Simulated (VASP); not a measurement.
# BiRu3 (Pm-3m) in VASP: notebook

BiRu3 is run at these levels: PBE; tasks: single point.

All numbers are computed with VASP 6.6.1; they aren't measurements. Logs are shortened: lines on timing, memory, paths and dates and some standing lists are left out, and cuts for length are marked.

## 1. The cell of the first run

The structure is cubic, space group Pm-3m (No. 221). Conventional cell: a = 4.029 Å, b = 4.029 Å, c = 4.029 Å, α = 90.00°, β = 90.00°, γ = 90.00°. Bi (site symmetry m-3m) has 12 Ru at 2.85 Å within 3.8 Å. Within 3.8 Å of Ru (site symmetry 4/mmm) lie 4 Bi at 2.85 Å and 8 Ru at 2.85 Å.

## 2. Single point, PBE

INCAR

```
  ALGO = Normal
  EDIFF = 1E-6
  ENCUT = 500
  GGA = PE
  GGA_COMPAT = F
  ISIF = 2
  ISMEAR = 0
  LASPH = T
  LCHARG = F
  LREAL = F
  LWAVE = F
  NBANDS = 36
  NELM = 120
  PREC = Accurate
  SIGMA = 0.1
```

KPOINTS

```
k-points
0
Gamma
  4 4 4
```

POSCAR

```
BiRu3
1.0
    4.0287720512      0.0000000000      0.0000000000
    0.0000000000      4.0287720512      0.0000000000
    0.0000000000      0.0000000000      4.0287720512
Bi Ru
1 3
Direct
    0.0000000000      0.0000000000      0.0000000000
    0.0000000000      0.5000000000      0.5000000000
    0.5000000000      0.0000000000      0.5000000000
    0.5000000000      0.5000000000      0.0000000000
```

Potentials or basis: VASP PAW PBE potentials, release 64 (Bi_d, Ru_pv).

Command:

```console
$ cat potpaw_PBE.64/Bi_d/POTCAR potpaw_PBE.64/Ru_pv/POTCAR > POTCAR
$ mpirun -np 1 vasp_std > vasp.out
```

OUTCAR:

```text
EDIFF = 1E-6
   ENCUT = 500
   GGA = PE
   ISIF = 2
   ISMEAR = 0
   LASPH = T
   LREAL = F
   NELM = 120
   PREC = Accurate

 ion  position               nearest neighbor table
   1  0.000  0.000  0.000-   2 2.85   3 2.85   4 2.85   2 2.85   3 2.85   2 2.85   4 2.85   2 2.85
                             3 2.85   4 2.85   3 2.85   4 2.85
   2  0.000  0.500  0.500-   1 2.85   3 2.85   4 2.85   1 2.85   4 2.85   1 2.85   3 2.85   1 2.85
                             3 2.85   4 2.85   4 2.85   3 2.85
   3  0.500  0.000  0.500-   1 2.85   2 2.85   4 2.85   1 2.85   4 2.85   2 2.85   4 2.85   4 2.85
                             1 2.85   2 2.85   1 2.85   2 2.85
   4  0.500  0.500  0.000-   1 2.85   2 2.85   3 2.85   2 2.85   3 2.85   1 2.85   3 2.85   3 2.85
                             1 2.85   2 2.85   2 2.85   1 2.85

  LATTYP: Found a simple cubic cell.
 ALAT       =     4.0287720512

  Lattice vectors:

 A1 = (   4.0287720512,   0.0000000000,   0.0000000000)
 A2 = (   0.0000000000,   4.0287720512,   0.0000000000)
 A3 = (   0.0000000000,   0.0000000000,   4.0287720512)

Analysis of symmetry for initial positions (statically):
=====================================================================
 Subroutine PRICEL returns:
 Original cell was already a primitive cell.

 Routine SETGRP: Setting up the symmetry group for a
 simple cubic supercell.

 Subroutine GETGRP returns: Found 48 space group operations
 (whereof 48 operations were pure point group operations)
 out of a pool of 48 trial point group operations.

The static configuration has the point symmetry O_h .

Analysis of symmetry for dynamics (positions and initial velocities):
=====================================================================
 Subroutine PRICEL returns:
 Original cell was already a primitive cell.

 Routine SETGRP: Setting up the symmetry group for a
 simple cubic supercell.

 Subroutine GETGRP returns: Found 48 space group operations
 (whereof 48 operations were pure point group operations)
 out of a pool of 48 trial point group operations.

The dynamic configuration has the point symmetry O_h .

 Subroutine INISYM returns: Found 48 space group operations
 (whereof 48 operations are pure point group operations),
 and found     1 'primitive' translations

----------------------------------------------------------------------------------------

                                     Primitive cell

  volume of cell :      65.3910

  direct lattice vectors                    reciprocal lattice vectors
     4.028772051  0.000000000  0.000000000     0.248214589  0.000000000  0.000000000
     0.000000000  4.028772051  0.000000000     0.000000000  0.248214589  0.000000000
     0.000000000  0.000000000  4.028772051     0.000000000  0.000000000  0.248214589

  length of vectors
     4.028772051  4.028772051  4.028772051     0.248214589  0.248214589  0.248214589

  position of ions in fractional coordinates (direct lattice)
     0.000000000  0.000000000  0.000000000
     0.000000000  0.500000000  0.500000000
     0.500000000  0.000000000  0.500000000
     0.500000000  0.500000000  0.000000000

  ion indices of the primitive-cell ions
   primitive index   ion index
                 1           1
                 2           2
                 3           3
                 4           4

----------------------------------------------------------------------------------------

 KPOINTS: k-points

Automatic generation of k-mesh.
 Grid dimensions read from file:
 generate k-points for:    4    4    4

 Generating k-lattice:

  Cartesian coordinates                     Fractional coordinates (reciprocal lattice)
     0.062053647  0.000000000  0.000000000     0.250000000  0.000000000  0.000000000
     0.000000000  0.062053647  0.000000000     0.000000000  0.250000000  0.000000000
     0.000000000  0.000000000  0.062053647     0.000000000  0.000000000  0.250000000

  Length of vectors
     0.062053647  0.062053647  0.062053647

  Shift w.r.t. Gamma in fractional coordinates (k-lattice)
     0.000000000  0.000000000  0.000000000

 Subroutine IBZKPT returns following result:
 ===========================================

 Found     10 irreducible k-points:

 Following reciprocal coordinates:
            Coordinates               Weight
  0.000000  0.000000  0.000000      1.000000
  0.250000  0.000000  0.000000      6.000000
  0.500000  0.000000  0.000000      3.000000
  0.250000  0.250000  0.000000     12.000000
  0.500000  0.250000  0.000000     12.000000
  0.500000  0.500000  0.000000      3.000000
  0.250000  0.250000  0.250000      8.000000
  0.500000  0.250000  0.250000     12.000000
  0.500000  0.500000  0.250000      6.000000
  0.500000  0.500000  0.500000      1.000000
   k-points           NKPTS =     10   k-points in BZ     NKDIM =     10   number of bands    NBANDS=     36
   number of dos      NEDOS =    301   number of ions     NIONS =      4
   total plane-waves  NPLWV =  27000
   dimension x,y,z NGX =    30 NGY =   30 NGZ =   30
   dimension x,y,z NGXF=    60 NGYF=   60 NGZF=   60
   ions per type =               1   3
   NGX,Y,Z   is equivalent  to a cutoff of  12.38, 12.38, 12.38 a.u.
   NGXF,Y,Z  is equivalent  to a cutoff of  24.76, 24.76, 24.76 a.u.
 SYSTEM =  unknown system
   PREC   = accura    normal or accurate (medium, high low for compatibility)
   ISTART =      0    job   : 0-new  1-cont  2-samecut
   ICHARG =      2    charge: 1-file 2-atom 10-const
   ISPIN  =      1    spin polarized calculation?
   LNONCOLLINEAR =      F non collinear calculations
   LSORBIT =      F    spin-orbit coupling
   LASPH  =      T    aspherical Exc in radial PAW
   ENCUT  =  500.0 eV  36.75 Ry    6.06 a.u.   7.35  7.35  7.35*2*pi/ulx,y,z
   NELM   =    120;   NELMIN=  2; NELMDL= -5     # of ELM steps
   EDIFF  = 0.1E-05   stopping-criterion for ELM
   LREAL  =      F    real-space projection
   EDIFFG = 0.1E-04   stopping-criterion for IOM
   NSW    =      0    number of steps for IOM
   IBRION =     -1    ionic relax: 0-MD 1-quasi-New 2-CG
   NFREE  =      0    steps in history (QN), initial steepest desc. (CG)
   ISIF   =      2    stress and relaxation
   ISYM   =      2    0-nonsym 1-usesym 2-fastsym
   POTIM  = 0.5000    time-step for ionic-motion
   TEBEG  =    0.0;   TEEND  =   0.0 temperature during run
   PSTRESS=    0.0 pullay stress
   NELECT =      57.0000    total number of electrons
   NUPDOWN=      -1.0000    fix difference up-down
   EMIN   =  10.00;   EMAX   =-10.00  energy-range for DOS
   EFERMI =   0.00;   METHOD = LEGACY
   ISMEAR =     0;   SIGMA  =   0.10  broadening in eV -4-tet -1-fermi 0-gaus
   EFERMI_NEDOS =   21; number of points for ismear=-14 and -15
   IALGO  =     38    algorithm
   IMIX   =      4    mixing-type and parameters
     AMIX     =   0.40;   BMIX     =  1.00
     AMIX_MAG =   1.60;   BMIX_MAG =  1.00
  volume/ion in A,a.u.               =      16.35       110.32
  Fermi-wavevector in a.u.,A,eV,Ry     =   1.563845  2.955239 33.274568  2.445612
  Thomas-Fermi vector in A             =   2.666556
   LORBIT       =      0    0 simple, 1 ext, 2 COOP (PROOUT), +10 PAW based schemes
   GGA     = PE    functional components
   LHFCALC =     F    Hartree Fock is set to
   AEXX    =    0.0000 exact exchange contribution
   IVDW    =     0    specifies the selected vdW correction
   LEPSILON=     F    determine dielectric tensor
   LRPA    =     F    only Hartree local field effects (RPA)
 non-spin polarized calculation
 Gauss-broadening in eV      SIGMA  =   0.10
  energy-cutoff  :      500.00
  volume of cell :       65.39
 maximum number of plane-waves:      1674
 NGX is ok and might be reduce to    30
   NGX = 15   NGY = 15   NGZ = 15

 number of electron      57.0000041 magnetization

 Free energy of the ion-electron system (eV)
  ---------------------------------------------------
  ext. energy  EPLUGINS =         0.00000000
  ---------------------------------------------------
  free energy    TOTEN  =       -28.97707551 eV

  energy without entropy =      -28.92422848  energy(sigma->0) =      -28.95065200

 E-fermi :  11.6976     XC(G=0): -13.1532

 val. band max:       11.6971115212   @ k =   0.2500   0.2500   0.2500
 cond. band min:      11.7773837504   @ k =   0.2500   0.0000   0.0000
 fundamental gap:      0.0802722292
 Fermi energy:        11.6976292006

 k-point     1 :       0.0000    0.0000    0.0000
  band No.  band energies     occupation
      1     -30.7158      2.00000
      2     -30.7158      2.00000
      3     -30.7158      2.00000
      4     -30.4575      2.00000
      5     -30.4575      2.00000
      6     -30.4575      2.00000
[... 28 lines left out ...]
     35      20.0983      0.00000
     36      20.0983      0.00000

 k-point     2 :       0.2500    0.0000    0.0000
  band No.  band energies     occupation
      1     -30.6846      2.00000
      2     -30.6846      2.00000
      3     -30.6623      2.00000
      4     -30.4691      2.00000
      5     -30.4691      2.00000
      6     -30.4611      2.00000
[... 28 lines left out ...]
     35      19.3632      0.00000
     36      19.9525      0.00000

 k-point     3 :       0.5000    0.0000    0.0000
  band No.  band energies     occupation
      1     -30.6434      2.00000
      2     -30.6434      2.00000
      3     -30.5341      2.00000
      4     -30.5195      2.00000
      5     -30.4915      2.00000
      6     -30.4915      2.00000
[... 28 lines left out ...]
     35      18.4306      0.00000
     36      18.4306      0.00000
[... 196 lines left out ...]
 k-point     9 :       0.5000    0.5000    0.2500
  band No.  band energies     occupation
      1     -30.7888      2.00000
      2     -30.6724      2.00000
      3     -30.6192      2.00000
      4     -30.6192      2.00000
      5     -30.4117      2.00000
      6     -30.3710      2.00000
[... 28 lines left out ...]
     35      18.6552      0.00000
     36      18.6552      0.00000

 k-point    10 :       0.5000    0.5000    0.5000
  band No.  band energies     occupation
      1     -30.8519      2.00000
      2     -30.6707      2.00000
      3     -30.6707      2.00000
      4     -30.6707      2.00000
      5     -30.3475      2.00000
      6     -30.3475      2.00000
[... 28 lines left out ...]
     35      18.0849      0.00000
     36      18.0849      0.00000

------------------------ aborting loop because EDIFF is reached ----------------------------------------

  FORCE on cell =-STRESS in cart. coord.  units (eV):
  Direction    XX          YY          ZZ          XY          YZ          ZX
  --------------------------------------------------------------------------------------
  -------------------------------------------------------------------------------------
  Total        0.0881976      0.0881976      0.0881976      0.0000000      0.0000000     -0.0000000
  in kB        2.1609726      2.1609726      2.1609726      0.0000000      0.0000000     -0.0000000
  external PRESSURE =       2.1609726 kB  Pullay stress =       0.0000000 kB

 VOLUME and BASIS-vectors are now :
 -----------------------------------------------------------------------------
  energy-cutoff  :      500.00
  volume of cell :       65.39
      direct lattice vectors                 reciprocal lattice vectors
     4.028772051  0.000000000  0.000000000     0.248214589  0.000000000  0.000000000
     0.000000000  4.028772051  0.000000000     0.000000000  0.248214589  0.000000000
     0.000000000  0.000000000  4.028772051     0.000000000  0.000000000  0.248214589

 POSITION                                       TOTAL-FORCE (eV/Angst)
 -----------------------------------------------------------------------------------
      0.00000      0.00000      0.00000         0.000000      0.000000      0.000000
      0.00000      2.01439      2.01439         0.000000      0.000000      0.000000
      2.01439      0.00000      2.01439         0.000000      0.000000      0.000000
      2.01439      2.01439      0.00000         0.000000      0.000000      0.000000
 -----------------------------------------------------------------------------------
    total drift:                                0.000000      0.000000     -0.000000

  FREE ENERGIE OF THE ION-ELECTRON SYSTEM (eV)
  ---------------------------------------------------
  free  energy   TOTEN  =       -28.9770755088 eV

  energy  without entropy=      -28.9242284847  energy(sigma->0) =      -28.95065200
```

Wall time 9.7 s (1 thread of Intel Xeon 6975P-C (Granite Rapids), shared host); peak memory 0.17 GiB.

Results:

```yaml
Free_energy: -28.9771 eV
Pressure: 0.2 GPa
Band_gap_on_the_k_mesh: zero (an odd number of electrons rules out a gap without spin polarisation)
```

Levels at points of the mesh, in eV from the Fermi level:
```csv
k point,band 27,band 28,band 29,band 30,band 31,band 32
"(0.00, 0.00, 0.00)",-0.72,0.58,0.58,1.41,1.90,1.90
"(0.50, 0.00, 0.00)",-0.68,-0.68,-0.45,0.68,1.90,2.45
"(0.50, 0.50, 0.00)",-0.92,-0.34,-0.27,-0.19,-0.04,2.49
"(0.50, 0.50, 0.50)",-0.74,-0.20,-0.20,0.48,0.76,1.48
```

Caveat: the k points lie up to 0.39 Å⁻¹ apart, too coarse for converged energies and pressures of a metal; spin-orbit coupling is left out, which moves the levels of the heavy elements.

## 3. Single point, PBE

This run uses another cell than the first one, of 17.02 Å³/atom.

INCAR

```
SYSTEM = BiRu3
ALGO = Normal
EDIFF = 1E-6
ENCUT = 500
GGA = PE
GGA_COMPAT = .False.
ISIF = 2
ISMEAR = 0
LASPH = .True.
LCHARG = .False.
LREAL = .False.
LWAVE = .False.
NBANDS = 36
NELM = 120
PREC = Accurate
SIGMA = 0.1
```

KPOINTS

```
k-points
0
Gamma
  4 4 4
  0 0 0
```

POSCAR

```
BiRu3
1.0
    4.0833908303      0.0000000000      0.0000000000
    0.0000000000      4.0833908303      0.0000000000
    0.0000000000      0.0000000000      4.0833908303
Bi Ru
1 3
Direct
    0.0000000000      0.0000000000      0.0000000000
    0.0000000000      0.5000000000      0.5000000000
    0.5000000000      0.0000000000      0.5000000000
    0.5000000000      0.5000000000      0.0000000000
```

Potentials or basis: VASP PAW PBE potentials, release 64 (Bi_d, Ru_pv).

Command:

```console
$ cat potpaw_PBE.64/Bi_d/POTCAR potpaw_PBE.64/Ru_pv/POTCAR > POTCAR
$ mpirun -np 1 vasp_std > vasp.out
```

Wall time 9.8 s (1 thread of Intel Xeon 6975P-C (Granite Rapids), shared host); peak memory 0.17 GiB.

Results (log left out):

| Quantity | Value |
| --- | --- |
| Free energy | -28.9211 eV |
| Pressure | -6.8 GPa |
| Band gap on the k mesh | zero (an odd number of electrons rules out a gap without spin polarisation) |

Levels at points of the mesh, in eV from the Fermi level:
```tsv
k point	band 26	band 27	band 28	band 29	band 30	band 31	band 32	band 33
(0.00, 0.00, 0.00)	-0.66	-0.66	0.55	0.55	1.33	1.78	1.78	1.78
(0.50, 0.00, 0.00)	-0.65	-0.62	-0.62	-0.39	0.65	1.79	2.24	3.90
(0.50, 0.50, 0.00)	-0.85	-0.85	-0.32	-0.22	-0.18	-0.02	2.35	2.35
(0.50, 0.50, 0.50)	-0.69	-0.69	-0.17	-0.17	0.34	0.78	1.40	1.40
```

Caveat: the k points lie up to 0.38 Å⁻¹ apart, too coarse for converged energies and pressures of a metal; spin-orbit coupling is left out, which moves the levels of the heavy elements.
